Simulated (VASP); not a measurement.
# Si7N (R-3m) in VASP: notebook

The runs below take Si7N through single point, relaxation of cell and atoms, with PBE.

All numbers are computed with VASP 6.6.1; they aren't measurements. Logs are shortened: lines on timing, memory, paths and dates and some standing lists are left out, and cuts for length are marked.

## Step 1: The cell of the first run

Symmetry: R-3m, No. 166, trigonal system. The conventional cell has a = 7.206 Å, b = 7.206 Å, c = 19.426 Å, α = 90.00°, β = 90.00°, γ = 120.00°. Si (site symmetry 3m) has 4 Si at 2.28 to 2.36 Å within 3.0 Å. Within 3.0 Å of Si (site symmetry m) lie 4 Si at 2.28 to 2.38 Å. Si (site symmetry m) has 1 N at 1.84 Å and 3 Si at 2.36 to 2.38 Å within 2.4 Å. Within 2.4 Å of N (site symmetry 3m) lie 3 Si at 1.84 Å.

## Step 2: Single point, PBE

INCAR reads:

```
PREC = Accurate
ENCUT = 520
EDIFF = 1E-6
ISMEAR = 0
SIGMA = 0.2
LREAL = Auto
LASPH = T
NELM = 100
ALGO = Normal
ISIF = 2
LWAVE = F
LCHARG = F
GGA = PE
NBANDS = 47
```

KPOINTS reads:

```
regular mesh
0
Gamma
  3 3 3
```

POSCAR reads:

```
Si7N
1.0
    3.6029461952      2.0801619539      6.4754528303
   -3.6029461952      2.0801619539      6.4754528303
    0.0000000000     -4.1603239131      6.4754528285
Si N
14 2
Direct
    0.4393635885      0.4393635885      0.4393635885
    0.5606364115      0.5606364115      0.5606364115
    0.4371784980      0.9434969133      0.4371784980
    0.5628215020      0.0565030867      0.5628215020
    0.5628215020      0.5628215020      0.0565030867
    0.4371784980      0.4371784980      0.9434969133
    0.9608632551      0.9608632551      0.4002620414
    0.4002620414      0.9608632551      0.9608632551
    0.9608632551      0.4002620414      0.9608632551
    0.5997379586      0.0391367449      0.0391367449
    0.0391367449      0.0391367449      0.5997379586
    0.0391367449      0.5997379586      0.0391367449
    0.9434969133      0.4371784980      0.4371784980
    0.0565030867      0.5628215020      0.5628215020
    0.0953867172      0.0953867172      0.0953867172
    0.9046132828      0.9046132828      0.9046132828
```

Potentials or basis: VASP PAW PBE potentials, release 64 (Si, N).

Command:

```
$ cat potpaw_PBE.64/Si/POTCAR potpaw_PBE.64/N/POTCAR > POTCAR
$ mpirun -np 1 vasp_std > vasp.out
```

OUTCAR:

```text
PREC = Accurate
   ENCUT = 520
   EDIFF = 1E-6
   ISMEAR = 0
   LREAL = Auto
   LASPH = T
   NELM = 100
   ISIF = 2
   GGA = PE

 ion  position               nearest neighbor table
   1  0.439  0.439  0.439-   5 2.28   4 2.28  14 2.28   2 2.36
   2  0.561  0.561  0.561-   6 2.28   3 2.28  13 2.28   1 2.36
   3  0.437  0.943  0.437-   2 2.28   4 2.36  10 2.38  11 2.38
   4  0.563  0.057  0.563-   1 2.28   3 2.36   8 2.38   7 2.38
   5  0.563  0.563  0.057-   1 2.28   6 2.36   8 2.38   9 2.38
   6  0.437  0.437  0.943-   2 2.28   5 2.36  10 2.38  12 2.38
   7  0.961  0.961  0.400-  15 1.84  11 2.36  14 2.38   4 2.38
   8  0.400  0.961  0.961-  15 1.84  10 2.36   4 2.38   5 2.38
   9  0.961  0.400  0.961-  15 1.84  12 2.36  14 2.38   5 2.38
  10  0.600  0.039  0.039-  16 1.84   8 2.36   3 2.38   6 2.38
  11  0.039  0.039  0.600-  16 1.84   7 2.36  13 2.38   3 2.38
  12  0.039  0.600  0.039-  16 1.84   9 2.36  13 2.38   6 2.38
  13  0.943  0.437  0.437-   2 2.28  14 2.36  12 2.38  11 2.38
  14  0.057  0.563  0.563-   1 2.28  13 2.36   9 2.38   7 2.38
  15  0.095  0.095  0.095-   7 1.84   8 1.84   9 1.84
  16  0.905  0.905  0.905-  11 1.84  10 1.84  12 1.84

  LATTYP: Found a trigonal (rhomboedric) cell.
 ALAT       =     7.6967385559
 COS(alpha) =     0.5617397525

  Lattice vectors:

 A1 = (   3.6029461952,   2.0801619539,   6.4754528303)
 A2 = (  -3.6029461952,   2.0801619539,   6.4754528303)
 A3 = (   0.0000000000,  -4.1603239131,   6.4754528285)

Analysis of symmetry for initial positions (statically):
=====================================================================
 Subroutine PRICEL returns:
 Original cell was already a primitive cell.

 Routine SETGRP: Setting up the symmetry group for a
 trigonal (rhombohedral) supercell.

 Subroutine GETGRP returns: Found 12 space group operations
 (whereof 12 operations were pure point group operations)
 out of a pool of 12 trial point group operations.

The static configuration has the point symmetry D_3d.

Analysis of symmetry for dynamics (positions and initial velocities):
=====================================================================
 Subroutine PRICEL returns:
 Original cell was already a primitive cell.

 Routine SETGRP: Setting up the symmetry group for a
 trigonal (rhombohedral) supercell.

 Subroutine GETGRP returns: Found 12 space group operations
 (whereof 12 operations were pure point group operations)
 out of a pool of 12 trial point group operations.

The dynamic configuration has the point symmetry D_3d.

 Subroutine INISYM returns: Found 12 space group operations
 (whereof 12 operations are pure point group operations),
 and found     1 'primitive' translations

----------------------------------------------------------------------------------------

                                     Primitive cell

  volume of cell :     291.1899

  direct lattice vectors                    reciprocal lattice vectors
     3.602946195  2.080161954  6.475452830     0.138775317  0.080121967  0.051476451
    -3.602946195  2.080161954  6.475452830    -0.138775317  0.080121967  0.051476451
     0.000000000 -4.160323913  6.475452828     0.000000000 -0.160243933  0.051476451

  length of vectors
     7.696738556  7.696738556  7.696738556     0.168309070  0.168309070  0.168309070

  position of ions in fractional coordinates (direct lattice)
     0.439363589  0.439363589  0.439363589
     0.560636411  0.560636411  0.560636411
     0.437178498  0.943496913  0.437178498
     0.562821502  0.056503087  0.562821502
     0.562821502  0.562821502  0.056503087
     0.437178498  0.437178498  0.943496913
[... 8 lines left out ...]
     0.095386717  0.095386717  0.095386717
     0.904613283  0.904613283  0.904613283

  ion indices of the primitive-cell ions
   primitive index   ion index
                 1           1
                 2           2
                 3           3
                 4           4
                 5           5
                 6           6
[... 8 lines left out ...]
                15          15
                16          16

----------------------------------------------------------------------------------------

 KPOINTS: regular mesh

Automatic generation of k-mesh.
 Grid dimensions read from file:
 generate k-points for:    3    3    3

 Generating k-lattice:

  Cartesian coordinates                     Fractional coordinates (reciprocal lattice)
     0.046258439  0.026707322  0.017158817     0.333333333  0.000000000  0.000000000
    -0.046258439  0.026707322  0.017158817     0.000000000  0.333333333  0.000000000
     0.000000000 -0.053414644  0.017158817    -0.000000000 -0.000000000  0.333333333

  Length of vectors
     0.056103023  0.056103023  0.056103023

  Shift w.r.t. Gamma in fractional coordinates (k-lattice)
     0.000000000  0.000000000  0.000000000

 Subroutine IBZKPT returns following result:
 ===========================================

 Found      6 irreducible k-points:

 Following reciprocal coordinates:
            Coordinates               Weight
  0.000000  0.000000  0.000000      1.000000
  0.333333 -0.000000 -0.000000      6.000000
  0.333333  0.333333 -0.000000      6.000000
 -0.333333  0.333333  0.000000      6.000000
  0.333333  0.333333  0.333333      2.000000
 -0.333333  0.333333  0.333333      6.000000
   k-points           NKPTS =      6   k-points in BZ     NKDIM =      6   number of bands    NBANDS=     47
   number of dos      NEDOS =    301   number of ions     NIONS =     16
   total plane-waves  NPLWV = 216000
   dimension x,y,z NGX =    60 NGY =   60 NGZ =   60
   dimension x,y,z NGXF=   120 NGYF=  120 NGZF=  120
   ions per type =              14   2
   NGX,Y,Z   is equivalent  to a cutoff of  12.96, 12.96, 12.96 a.u.
   NGXF,Y,Z  is equivalent  to a cutoff of  25.92, 25.92, 25.92 a.u.
 SYSTEM =  unknown system
   PREC   = accura    normal or accurate (medium, high low for compatibility)
   ISTART =      0    job   : 0-new  1-cont  2-samecut
   ICHARG =      2    charge: 1-file 2-atom 10-const
   ISPIN  =      1    spin polarized calculation?
   LNONCOLLINEAR =      F non collinear calculations
   LSORBIT =      F    spin-orbit coupling
   LASPH  =      T    aspherical Exc in radial PAW
   ENCUT  =  520.0 eV  38.22 Ry    6.18 a.u.  14.31 14.31 14.31*2*pi/ulx,y,z
   NELM   =    100;   NELMIN=  2; NELMDL= -5     # of ELM steps
   EDIFF  = 0.1E-05   stopping-criterion for ELM
   LREAL  =      T    real-space projection
   EDIFFG = 0.1E-04   stopping-criterion for IOM
   NSW    =      0    number of steps for IOM
   IBRION =     -1    ionic relax: 0-MD 1-quasi-New 2-CG
   NFREE  =      0    steps in history (QN), initial steepest desc. (CG)
   ISIF   =      2    stress and relaxation
   ISYM   =      2    0-nonsym 1-usesym 2-fastsym
   POTIM  = 0.5000    time-step for ionic-motion
   TEBEG  =    0.0;   TEEND  =   0.0 temperature during run
   PSTRESS=    0.0 pullay stress
   NELECT =      66.0000    total number of electrons
   NUPDOWN=      -1.0000    fix difference up-down
   EMIN   =  10.00;   EMAX   =-10.00  energy-range for DOS
   EFERMI =   0.00;   METHOD = LEGACY
   ISMEAR =     0;   SIGMA  =   0.20  broadening in eV -4-tet -1-fermi 0-gaus
   EFERMI_NEDOS =   21; number of points for ismear=-14 and -15
   IALGO  =     38    algorithm
   IMIX   =      4    mixing-type and parameters
     AMIX     =   0.40;   BMIX     =  1.00
     AMIX_MAG =   1.60;   BMIX_MAG =  1.00
  volume/ion in A,a.u.               =      18.20       122.82
  Fermi-wavevector in a.u.,A,eV,Ry     =   0.998154  1.886237 13.555628  0.996311
  Thomas-Fermi vector in A             =   2.130358
   LORBIT       =      0    0 simple, 1 ext, 2 COOP (PROOUT), +10 PAW based schemes
   GGA     = PE    functional components
   LHFCALC =     F    Hartree Fock is set to
   AEXX    =    0.0000 exact exchange contribution
   IVDW    =     0    specifies the selected vdW correction
   LEPSILON=     F    determine dielectric tensor
   LRPA    =     F    only Hartree local field effects (RPA)
 non-spin polarized calculation
 Gauss-broadening in eV      SIGMA  =   0.20
  energy-cutoff  :      520.00
  volume of cell :      291.19
 maximum number of plane-waves:      7909
 NGX is ok and might be reduce to    60

 number of electron      65.9999998 magnetization

 Free energy of the ion-electron system (eV)
  ---------------------------------------------------
  ext. energy  EPLUGINS =         0.00000000
  ---------------------------------------------------
  free energy    TOTEN  =       -92.06881198 eV

  energy without entropy =      -92.03459573  energy(sigma->0) =      -92.05170386

 E-fermi :   6.2012     XC(G=0):  -9.5437

 val. band max:        6.0843116491   @ k =   0.3333  -0.0000  -0.0000
 cond. band min:       6.4438700704   @ k =  -0.3333   0.3333   0.3333
 fundamental gap:      0.3595584214
 Fermi energy:         6.2012339821

 k-point     1 :       0.0000    0.0000    0.0000
  band No.  band energies     occupation
      1     -10.2502      2.00000
      2     -10.0519      2.00000
      3      -5.4593      2.00000
      4      -3.8061      2.00000
      5      -3.8061      2.00000
      6      -3.5006      2.00000
[... 37 lines left out ...]
     44       8.6098      0.00000
     45       8.9434      0.00000

 k-point     2 :       0.3333   -0.0000   -0.0000
  band No.  band energies     occupation
      1     -10.2085      2.00000
      2     -10.0793      2.00000
      3      -5.3708      2.00000
      4      -4.2694      2.00000
      5      -3.8034      2.00000
      6      -3.6173      2.00000
[... 37 lines left out ...]
     44       9.1911      0.00000
     45       9.3389      0.00000

 k-point     3 :       0.3333    0.3333   -0.0000
  band No.  band energies     occupation
      1     -10.1928      2.00000
      2     -10.0948      2.00000
      3      -5.2103      2.00000
      4      -4.3243      2.00000
      5      -4.0953      2.00000
      6      -3.9045      2.00000
[... 37 lines left out ...]
     44       9.5309      0.00000
     45       9.8984      0.00000

 k-point     4 :      -0.3333    0.3333    0.0000
  band No.  band energies     occupation
      1     -10.1640      2.00000
      2     -10.1164      2.00000
      3      -5.1066      2.00000
      4      -4.6636      2.00000
      5      -4.2670      2.00000
      6      -3.6155      2.00000
[... 37 lines left out ...]
     44       9.4517      0.00000
     45       9.8586      0.00000

 k-point     5 :       0.3333    0.3333    0.3333
  band No.  band energies     occupation
      1     -10.2151      2.00000
      2     -10.0862      2.00000
      3      -5.1759      2.00000
      4      -4.3186      2.00000
      5      -3.7342      2.00000
      6      -3.7342      2.00000
[... 37 lines left out ...]
     44       9.3028      0.00000
     45       9.4908      0.00000

 k-point     6 :      -0.3333    0.3333    0.3333
  band No.  band energies     occupation
      1     -10.1678      2.00000
      2     -10.1194      2.00000
      3      -5.0456      2.00000
      4      -4.5278      2.00000
      5      -4.1188      2.00000
      6      -3.9718      2.00000
[... 37 lines left out ...]
     44       9.7309      0.00000
     45       9.8563      0.00000
 [bands above 45 left out]

------------------------ aborting loop because EDIFF is reached ----------------------------------------

  FORCE on cell =-STRESS in cart. coord.  units (eV):
  Direction    XX          YY          ZZ          XY          YZ          ZX
  --------------------------------------------------------------------------------------
  -------------------------------------------------------------------------------------
  Total       -0.4906686     -0.4906686      0.3870895     -0.0000000     -0.0000000     -0.0000000
  in kB       -2.6997436     -2.6997436      2.1298334     -0.0000000     -0.0000000     -0.0000000
  external PRESSURE =      -1.0898846 kB  Pullay stress =       0.0000000 kB

 VOLUME and BASIS-vectors are now :
 -----------------------------------------------------------------------------
  energy-cutoff  :      520.00
  volume of cell :      291.19
      direct lattice vectors                 reciprocal lattice vectors
     3.602946195  2.080161954  6.475452830     0.138775317  0.080121967  0.051476451
    -3.602946195  2.080161954  6.475452830    -0.138775317  0.080121967  0.051476451
     0.000000000 -4.160323913  6.475452828     0.000000000 -0.160243933  0.051476451

 POSITION                                       TOTAL-FORCE (eV/Angst)
 -----------------------------------------------------------------------------------
      0.00000     -0.00000      8.53523         0.000000      0.000000     -0.025211
      0.00000     -0.00000     10.89112         0.000000     -0.000000      0.025211
     -1.82424      1.05322     11.77143         0.013993     -0.008079     -0.008192
      1.82424     -1.05322      7.65493        -0.013993      0.008079      0.008192
      0.00000      2.10645      7.65493         0.000000     -0.016158      0.008192
      0.00000     -2.10645     11.77143         0.000000      0.016158     -0.008192
[... 8 lines left out ...]
      0.00000     -0.00000      1.85302         0.000000      0.000000     -0.046741
      0.00000     -0.00000     17.57334         0.000000     -0.000000      0.046741
 -----------------------------------------------------------------------------------
    total drift:                                0.000000      0.000000     -0.000000

  FREE ENERGIE OF THE ION-ELECTRON SYSTEM (eV)
  ---------------------------------------------------
  free  energy   TOTEN  =       -92.0688119819 eV

  energy  without entropy=      -92.0345957318  energy(sigma->0) =      -92.05170386
```

It took 3.3 min on 1 thread of Intel Xeon Platinum 8259CL at 2.50GHz (Skylake/Cascade Lake), shared host; peak memory 0.47 GiB.

What came out:

```yaml
Free_energy: -92.0688 eV
Pressure: -0.1 GPa
Largest_force: 0.047 eV/Å
Band_gap_on_the_k_mesh: zero (bands 33 and 34 overlap by 0.48 eV)
```

Forces in eV/Å, atoms in the order of the input:
```
Si   0.000  0.000 -0.025
Si   0.000  0.000  0.025
Si   0.014 -0.008 -0.008
Si  -0.014  0.008  0.008
Si   0.000 -0.016  0.008
Si   0.000  0.016 -0.008
Si   0.000 -0.031  0.003
Si   0.027  0.015  0.003
Si  -0.027  0.015  0.003
Si  -0.027 -0.015 -0.003
Si   0.000  0.031 -0.003
Si   0.027 -0.015 -0.003
Si  -0.014 -0.008 -0.008
Si   0.014  0.008  0.008
N    0.000  0.000 -0.047
N    0.000  0.000  0.047
```

## Step 3: Relaxation of cell and atoms, PBE

This run uses another cell than the first one, of the same volume but with other edges.

INCAR reads:

```
SYSTEM = Si7N
PREC = Accurate
ENCUT = 600
EDIFF = 1E-7
ISMEAR = 0
SIGMA = 0.2
LREAL = Auto
LASPH = .TRUE.
NELM = 100
ALGO = Normal
ISIF = 3
LWAVE = .FALSE.
LCHARG = .FALSE.
GGA = PE
IBRION = 2
NSW = 36
EDIFFG = -0.08
```

KPOINTS reads:

```
regular mesh
0
G
  3 3 3
  0 0 0
```

POSCAR reads:

```
Si7N
1.0
    3.7250000000      2.1506297500      6.0666666700
   -3.7250000000      2.1506297500      6.0666666700
    0.0000000000     -4.3012595100      6.0666666700
Si N
14 2
Direct
    0.4375000000      0.4375000000      0.4375000000
    0.5625000000      0.5625000000      0.5625000000
    0.4375000000      0.9375010000      0.4375000000
    0.5625000000      0.0624990000      0.5625000000
    0.5625000000      0.5625000000      0.0624990000
    0.4375000000      0.4375000000      0.9375010000
    0.9375000000      0.9375000000      0.4374990000
    0.4374990000      0.9375000000      0.9375000000
    0.9375000000      0.4374990000      0.9375000000
    0.5625010000      0.0625000000      0.0625000000
    0.0625000000      0.0625000000      0.5625010000
    0.0625000000      0.5625010000      0.0625000000
    0.9375010000      0.4375000000      0.4375000000
    0.0624990000      0.5625000000      0.5625000000
    0.0880000000      0.0880000000      0.0880000000
    0.9120000000      0.9120000000      0.9120000000
```

Potentials or basis: VASP PAW PBE potentials, release 64 (Si, N).

Command:

```
$ cat potpaw_PBE.64/Si/POTCAR potpaw_PBE.64/N/POTCAR > POTCAR
$ mpirun -np 1 vasp_std > vasp.out
```

It took 24 min on 1 thread of Intel Xeon Platinum 8259CL at 2.50GHz (Skylake/Cascade Lake), shared host; peak memory 0.55 GiB.

Results (log left out):

* Free energy: -92.0723 eV
* Relaxed volume: 18.16 Å³/atom
* Relaxed cell: a = 7.700 Å, b = 7.700 Å, c = 7.700 Å, α = 55.69°, β = 55.69°, γ = 55.69°
* Space group after relaxing (to 0.1 Å): R-3m (No. 166)
* Energy gained by relaxing: 260.8 meV/atom
* Ionic steps: 12
* Pressure after relaxing: 0.1 GPa
* Largest force after relaxing: 0.045 eV/Å
* Band gap on the k mesh: zero (bands 33 and 34 overlap by 0.47 eV)

Forces in eV/Å, atoms in the order of the input:
```
Si   0.000  0.000  0.019
Si   0.000  0.000 -0.019
Si   0.039 -0.022 -0.001
Si  -0.039  0.022  0.001
Si   0.000 -0.045  0.001
Si   0.000  0.045 -0.001
Si   0.000 -0.041 -0.013
Si   0.036  0.021 -0.013
Si  -0.036  0.021 -0.013
Si  -0.036 -0.021  0.013
Si   0.000  0.041  0.013
Si   0.036 -0.021  0.013
Si  -0.039 -0.022 -0.001
Si   0.039  0.022  0.001
N    0.000  0.000  0.028
N    0.000  0.000 -0.028
```

Stress tensor (GPa, compression positive):
```
0.10 0.00 0.00
0.00 0.10 0.00
0.00 0.00 0.01
```

Step by step:
```csv
step,energy change (eV),largest force (eV/Å),pressure (GPa),volume (Å³)
1,0.0000,3.1148,2.27,291.60
2,-2.9636,2.0267,-3.36,302.16
3,-3.4460,1.0470,-4.55,308.07
4,-3.6025,2.1895,2.51,286.62
5,-3.8956,1.0927,-1.01,295.67
6,-4.0780,0.6625,0.24,288.96
7,-4.1302,0.3437,-0.30,291.05
8,-4.1572,0.2555,0.36,289.22
9,-4.1573,0.2497,0.40,289.10
10,-4.1670,0.1840,-0.04,290.44
11,-4.1687,0.1400,-0.33,291.34
12,-4.1735,0.0449,0.07,290.55
```

Final structure:
```
Si N
1.0
     3.59651    2.07644    6.48431
    -3.59651    2.07644    6.48431
     0.00000   -4.15289    6.48431
Si N
14 2
Direct
  0.43928 0.43928 0.43928
  0.56072 0.56072 0.56072
  0.43698 0.94404 0.43698
  0.56302 0.05596 0.56302
  0.56302 0.56302 0.05596
  0.43698 0.43698 0.94404
  0.96093 0.96093 0.40025
  0.40025 0.96093 0.96093
  0.96093 0.40025 0.96093
  0.59975 0.03907 0.03907
  0.03907 0.03907 0.59975
  0.03907 0.59975 0.03907
  0.94404 0.43698 0.43698
  0.05596 0.56302 0.56302
  0.09464 0.09464 0.09464
  0.90536 0.90536 0.90536
```

Levels at points of the mesh, in eV from the Fermi level:
```
           k point  band 31  band 32  band 33  band 34  band 35  band 36
(0.00, 0.00, 0.00)    -0.51    -0.38     0.26     0.26     0.35     0.35
```

Caveat: the relaxation stopped at a loose force limit of 0.08 eV/Å, so its end isn't a converged minimum.
